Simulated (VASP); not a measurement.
# BaTiO3 (P1) in VASP: single point with BLYP

Aim: the single point of BaTiO3 with BLYP.

Program: VASP 6.6.1. These are calculated values, not measurements. Logs are shortened: lines on timing, memory, paths and dates and some standing lists are left out, and cuts for length are marked.

## Step 1: The cell of the first run

The typed cell holds 5 atoms: a = 4.126 Å, b = 4.121 Å, c = 4.129 Å, α = 89.52°, β = 89.51°, γ = 89.53°.

## Step 2: Single point, BLYP

INCAR reads:

```
PREC = Accurate
ENCUT = 600
EDIFF = 1E-6
ISMEAR = -1
SIGMA = 0.05
LREAL = False
LASPH = True
NELM = 120
ALGO = Normal
ISIF = 2
LWAVE = False
LCHARG = False
GGA = B5
ALDAX = 1.0
AGGAX = 1.0
AGGAC = 1.0
ALDAC = 0.0
NBANDS = 28
GGA_COMPAT = False
```

KPOINTS reads:

```
Automatic mesh
0
Gamma
  7 7 7
```

POSCAR reads:

```
BaTiO3
1.0
    4.1258094073      0.0168936623      0.0174727142
    0.0168936623      4.1205519529      0.0170754959
    0.0175522191      0.0171531933      4.1287753378
Ba Ti O
1 1 3
Direct
    0.9874261137      0.9877650934     -0.0071630378
    0.4722507591      0.4727453317      0.4775762484
    0.5084616009      0.5083989297      0.0289703813
    0.5087745477      0.0225770726      0.5144069950
    0.0230869886      0.5085135725      0.5142094231
```

Potentials or basis: VASP PAW PBE potentials, release 64 (Ba_sv, Ti_sv, O).

The run is started by

```
$ cat potpaw_PBE.64/Ba_sv/POTCAR potpaw_PBE.64/Ti_sv/POTCAR potpaw_PBE.64/O/POTCAR > POTCAR
$ mpirun -np 1 vasp_std > vasp.out
```

OUTCAR:

```text
PREC = Accurate
   ENCUT = 600
   EDIFF = 1E-6
   ISMEAR = -1
   LREAL = False
   LASPH = True
   NELM = 120
   ISIF = 2
   GGA = B5

 ion  position               nearest neighbor table
   1  0.987  0.988  0.993-   4 2.81   5 2.81   3 2.81   3 2.91   5 2.91   3 2.91   4 2.91   5 2.91
                             4 2.91   3 3.05   5 3.06   4 3.06   2 3.49   2 3.53   2 3.53   2 3.53
   2  0.472  0.473  0.478-   3 1.86   5 1.86   4 1.86   4 2.28   5 2.29   3 2.29   1 3.49   1 3.53
                             1 3.53   1 3.53   1 3.60   1 3.60   1 3.60   1 3.71
   3  0.508  0.508  0.029-   2 1.86   2 2.29   1 2.81   1 2.91   1 2.91   1 3.05
   4  0.509  0.023  0.514-   2 1.86   2 2.28   1 2.81   1 2.91   1 2.91   1 3.06
   5  0.023  0.509  0.514-   2 1.86   2 2.29   1 2.81   1 2.91   1 2.91   1 3.06

  LATTYP: Found a triclinic cell.
 ALAT       =     5.8071679951
 B/A-ratio  =     0.7095751263
 C/A-ratio  =     1.0008504818
 COS(alpha) =     0.0000780155
 COS(beta)  =     0.5001177428
 COS(gamma) =     0.7037408349

  Lattice vectors:

 A1 = (   4.1089157450,  -4.1036582906,   0.0003972183)
 A2 = (  -0.0168936623,  -4.1205519529,  -0.0170754959)
 A3 = (   4.1082571882,  -0.0002595310,  -4.1113026236)

Analysis of symmetry for initial positions (statically):
=====================================================================
 Subroutine PRICEL returns:
 Original cell was already a primitive cell.

 Routine SETGRP: Setting up the symmetry group for a
 triclinic supercell.

 Subroutine GETGRP returns: Found  1 space group operations
 (whereof  1 operations were pure point group operations)
 out of a pool of  2 trial point group operations.

The static configuration has the point symmetry C_1 .

Analysis of symmetry for dynamics (positions and initial velocities):
=====================================================================
 Subroutine PRICEL returns:
 Original cell was already a primitive cell.

 Routine SETGRP: Setting up the symmetry group for a
 triclinic supercell.

 Subroutine GETGRP returns: Found  1 space group operations
 (whereof  1 operations were pure point group operations)
 out of a pool of  2 trial point group operations.

The dynamic configuration has the point symmetry C_1 .

 Subroutine INISYM returns: Found  1 space group operations
 (whereof  1 operations are pure point group operations),
 and found     1 'primitive' translations

----------------------------------------------------------------------------------------

                                     Primitive cell

  volume of cell :      70.1881

  direct lattice vectors                    reciprocal lattice vectors
     4.125809407  0.016893662  0.017472714     0.242385081 -0.000989490 -0.001026315
     0.016893662  4.120551953  0.017075496    -0.000989490  0.242694152 -0.001004078
     0.017552219  0.017153193  4.128775338    -0.001021666 -0.000999530  0.242211066

  length of vectors
     4.125880992  4.120621963  4.128848278     0.242389274  0.242698246  0.242215284

  position of ions in fractional coordinates (direct lattice)
     0.987426114  0.987765093  0.992836962
     0.472250759  0.472745332  0.477576248
     0.508461601  0.508398930  0.028970381
     0.508774548  0.022577073  0.514406995
     0.023086989  0.508513573  0.514209423

  ion indices of the primitive-cell ions
   primitive index   ion index
                 1           1
                 2           2
                 3           3
                 4           4
                 5           5

----------------------------------------------------------------------------------------

 KPOINTS: Automatic mesh

Automatic generation of k-mesh.
 Grid dimensions read from file:
 generate k-points for:    7    7    7

 Generating k-lattice:

  Cartesian coordinates                     Fractional coordinates (reciprocal lattice)
     0.034626440 -0.000141356 -0.000146616     0.142857143  0.000000000  0.000000000
    -0.000141356  0.034670593 -0.000143440     0.000000000  0.142857143  0.000000000
    -0.000145952 -0.000142790  0.034601581     0.000000000  0.000000000  0.142857143

  Length of vectors
     0.034627039  0.034671178  0.034602183

  Shift w.r.t. Gamma in fractional coordinates (k-lattice)
     0.000000000  0.000000000  0.000000000

 Subroutine IBZKPT returns following result:
 ===========================================

 Found    172 irreducible k-points:

 Following reciprocal coordinates:
            Coordinates               Weight
  0.000000  0.000000  0.000000      1.000000
  0.142857  0.000000  0.000000      2.000000
  0.285714  0.000000  0.000000      2.000000
  0.428571  0.000000  0.000000      2.000000
  0.000000  0.142857  0.000000      2.000000
  0.142857  0.142857  0.000000      2.000000
[... 16 lines left out ...]
 -0.428571  0.428571  0.000000      2.000000
 -0.285714  0.428571  0.000000      2.000000
 [... further k-points ...]
   k-points           NKPTS =    172   k-points in BZ     NKDIM =    172   number of bands    NBANDS=     28
   number of dos      NEDOS =    301   number of ions     NIONS =      5
   total plane-waves  NPLWV =  46656
   dimension x,y,z NGX =    36 NGY =   36 NGZ =   36
   dimension x,y,z NGXF=    72 NGYF=   72 NGZF=   72
   ions per type =               1   1   3
   NGX,Y,Z   is equivalent  to a cutoff of  14.51, 14.52, 14.50 a.u.
   NGXF,Y,Z  is equivalent  to a cutoff of  29.01, 29.05, 28.99 a.u.
 SYSTEM =  unknown system
   PREC   = accura    normal or accurate (medium, high low for compatibility)
   ISTART =      0    job   : 0-new  1-cont  2-samecut
   ICHARG =      2    charge: 1-file 2-atom 10-const
   ISPIN  =      1    spin polarized calculation?
   LNONCOLLINEAR =      F non collinear calculations
   LSORBIT =      F    spin-orbit coupling
   LASPH  =      T    aspherical Exc in radial PAW
   ENCUT  =  600.0 eV  44.10 Ry    6.64 a.u.   8.24  8.23  8.25*2*pi/ulx,y,z
   NELM   =    120;   NELMIN=  2; NELMDL= -5     # of ELM steps
   EDIFF  = 0.1E-05   stopping-criterion for ELM
   LREAL  =      F    real-space projection
   EDIFFG = 0.1E-04   stopping-criterion for IOM
   NSW    =      0    number of steps for IOM
   IBRION =     -1    ionic relax: 0-MD 1-quasi-New 2-CG
   NFREE  =      0    steps in history (QN), initial steepest desc. (CG)
   ISIF   =      2    stress and relaxation
   ISYM   =      2    0-nonsym 1-usesym 2-fastsym
   POTIM  = 0.5000    time-step for ionic-motion
   TEBEG  =    0.0;   TEEND  =   0.0 temperature during run
   PSTRESS=    0.0 pullay stress
   NELECT =      40.0000    total number of electrons
   NUPDOWN=      -1.0000    fix difference up-down
   EMIN   =  10.00;   EMAX   =-10.00  energy-range for DOS
   EFERMI =   0.00;   METHOD = LEGACY
   ISMEAR =    -1;   SIGMA  =   0.05  broadening in eV -4-tet -1-fermi 0-gaus
   EFERMI_NEDOS =   21; number of points for ismear=-14 and -15
   IALGO  =     38    algorithm
   IMIX   =      4    mixing-type and parameters
     AMIX     =   0.40;   BMIX     =  1.00
     AMIX_MAG =   1.60;   BMIX_MAG =  1.00
  volume/ion in A,a.u.               =      14.04        94.73
  Fermi-wavevector in a.u.,A,eV,Ry     =   1.357293  2.564913 25.065270  1.842245
  Thomas-Fermi vector in A             =   2.484224
   LORBIT       =      0    0 simple, 1 ext, 2 COOP (PROOUT), +10 PAW based schemes
   GGA     = B5    functional components
   LHFCALC =     F    Hartree Fock is set to
   AEXX    =    0.0000 exact exchange contribution
   IVDW    =     0    specifies the selected vdW correction
   LEPSILON=     F    determine dielectric tensor
   LRPA    =     F    only Hartree local field effects (RPA)
 non-spin polarized calculation
  energy-cutoff  :      600.00
  volume of cell :       70.19
 maximum number of plane-waves:      2357
 NGX is ok and might be reduce to    36
   NGX = 17   NGY = 17   NGZ = 17

 number of electron      40.0000004 magnetization

 Free energy of the ion-electron system (eV)
  ---------------------------------------------------
  ext. energy  EPLUGINS =         0.00000000
  ---------------------------------------------------
  free energy    TOTEN  =       -38.27541585 eV

  energy without entropy =      -38.27541585  energy(sigma->0) =      -38.27541585

 E-fermi :   4.5421     XC(G=0): -10.2552

 val. band max:        3.3326578660   @ k =   0.4286   0.4286   0.4286
 cond. band min:       6.1370176805   @ k =  -0.1429   0.1429   0.0000
 fundamental gap:      2.8043598144
 Fermi energy:         4.5420889871

 k-point     1 :       0.0000    0.0000    0.0000
  band No.  band energies     occupation
      1     -52.7086      2.00000
      2     -29.1170      2.00000
      3     -29.1048      2.00000
      4     -29.1024      2.00000
      5     -21.6078      2.00000
      6     -13.0663      2.00000
[... 20 lines left out ...]
     27       8.6022      0.00000
     28      10.1034      0.00000

 k-point     2 :       0.1429    0.0000    0.0000
  band No.  band energies     occupation
      1     -52.7085      2.00000
      2     -29.1199      2.00000
      3     -29.1076      2.00000
      4     -29.1026      2.00000
      5     -21.5948      2.00000
      6     -13.0660      2.00000
[... 20 lines left out ...]
     27       8.9277      0.00000
     28      10.5552      0.00000

 k-point     3 :       0.2857    0.0000    0.0000
  band No.  band energies     occupation
      1     -52.7082      2.00000
      2     -29.1310      2.00000
      3     -29.1100      2.00000
      4     -29.1022      2.00000
      5     -21.5652      2.00000
      6     -13.1036      2.00000
[... 20 lines left out ...]
     27       9.7397      0.00000
     28      11.4995      0.00000

 k-point     4 :       0.4286    0.0000    0.0000
  band No.  band energies     occupation
      1     -52.7080      2.00000
      2     -29.1416      2.00000
      3     -29.1103      2.00000
      4     -29.1018      2.00000
      5     -21.5412      2.00000
      6     -13.1622      2.00000
[... 20 lines left out ...]
     27      10.5261      0.00000
     28      11.4395      0.00000

 k-point     5 :       0.0000    0.1429    0.0000
  band No.  band energies     occupation
      1     -52.7085      2.00000
      2     -29.1190      2.00000
      3     -29.1068      2.00000
      4     -29.1044      2.00000
      5     -21.5947      2.00000
      6     -13.0659      2.00000
[... 20 lines left out ...]
     27       8.9190      0.00000
     28      10.5564      0.00000

 k-point     6 :       0.1429    0.1429    0.0000
  band No.  band energies     occupation
      1     -52.7084      2.00000
      2     -29.1211      2.00000
      3     -29.1088      2.00000
      4     -29.1060      2.00000
      5     -21.5826      2.00000
      6     -13.0495      2.00000
[... 463 lines left out ...]
      5     -21.5107      2.00000
      6     -12.9196      2.00000
[... 20 lines left out ...]
     27      11.3573      0.00000
     28      11.8336      0.00000

 k-point    22 :       0.4286    0.4286    0.0000
  band No.  band energies     occupation
      1     -52.7074      2.00000
      2     -29.1428      2.00000
      3     -29.1330      2.00000
      4     -29.1065      2.00000
      5     -21.4937      2.00000
      6     -12.7595      2.00000
[... 20 lines left out ...]
     27      11.1508      0.00000
     28      12.5138      0.00000

 k-point    23 :      -0.4286    0.4286    0.0000
  band No.  band energies     occupation
      1     -52.7074      2.00000
      2     -29.1427      2.00000
      3     -29.1331      2.00000
      4     -29.1065      2.00000
      5     -21.4935      2.00000
      6     -12.7603      2.00000
[... 20 lines left out ...]
     27      11.1474      0.00000
     28      12.4801      0.00000

 k-point    24 :      -0.2857    0.4286    0.0000
  band No.  band energies     occupation
      1     -52.7076      2.00000
      2     -29.1395      2.00000
      3     -29.1261      2.00000
      4     -29.1067      2.00000
      5     -21.5103      2.00000
      6     -12.9220      2.00000
[... 20 lines left out ...]
     27      11.3317      0.00000
     28      11.8835      0.00000

 [... further k-points ...]

------------------------ aborting loop because EDIFF is reached ----------------------------------------

  FORCE on cell =-STRESS in cart. coord.  units (eV):
  Direction    XX          YY          ZZ          XY          YZ          ZX
  --------------------------------------------------------------------------------------
  -------------------------------------------------------------------------------------
  Total        0.6543776      0.6521877      0.6566546     -0.0302145     -0.0305687     -0.0307684
  in kB       14.9374246     14.8874364     14.9894014     -0.6897030     -0.6977885     -0.7023473
  external PRESSURE =      14.9380875 kB  Pullay stress =       0.0000000 kB

 VOLUME and BASIS-vectors are now :
 -----------------------------------------------------------------------------
  energy-cutoff  :      600.00
  volume of cell :       70.19
      direct lattice vectors                 reciprocal lattice vectors
     4.125809407  0.016893662  0.017472714     0.242385081 -0.000989490 -0.001026315
     0.016893662  4.120551953  0.017075496    -0.000989490  0.242694152 -0.001004078
     0.017552219  0.017153193  4.128775338    -0.001021666 -0.000999530  0.242211066

 POSITION                                       TOTAL-FORCE (eV/Angst)
 -----------------------------------------------------------------------------------
      4.10805      4.10385      4.13332         0.028511      0.027828      0.028768
      1.96479      1.96414      1.98813         0.098391      0.096357      0.099489
      2.10691      2.10397      0.13718        -0.009540     -0.009220     -0.108652
      2.10852      0.11045      2.13315        -0.009693     -0.105588     -0.009802
      0.11287      2.10457      2.13214        -0.107670     -0.009377     -0.009802
 -----------------------------------------------------------------------------------
    total drift:                                0.000041     -0.000068      0.000152

  FREE ENERGIE OF THE ION-ELECTRON SYSTEM (eV)
  ---------------------------------------------------
  free  energy   TOTEN  =       -38.2754158455 eV

  energy  without entropy=      -38.2754158455  energy(sigma->0) =      -38.27541585
```

Run time: 6.8 min. Hardware: 1 thread of Intel Xeon Platinum 8259CL at 2.50GHz (Skylake/Cascade Lake), shared host; peak memory 0.51 GiB.

What came out:

| Property | Result |
| --- | --- |
| Free energy | -38.2754 eV |
| Pressure | 1.5 GPa |
| Largest force | 0.170 eV/Å |
| Band gap on the k mesh | 2.80 eV (least direct gap 3.29 eV) |

Forces on the atoms (eV/Å):
```
Ba   0.029  0.028  0.029
Ti   0.098  0.096  0.099
O   -0.010 -0.009 -0.109
O   -0.010 -0.106 -0.010
O   -0.108 -0.009 -0.010
```

Levels at points of the mesh, in eV from the valence-band top:
```csv
k point,band 18,band 19,band 20,band 21,band 22,band 23
"(0.00, 0.00, 0.00)",-0.77,-0.61,-0.61,2.84,2.85,3.03
```

Caveat: the PAW data sets were made with another functional, which shifts forces and pressure a little; spin-orbit coupling is left out, which moves the levels of the heavy elements; an odd mesh through Γ misses points on the zone boundary, where band edges can lie.
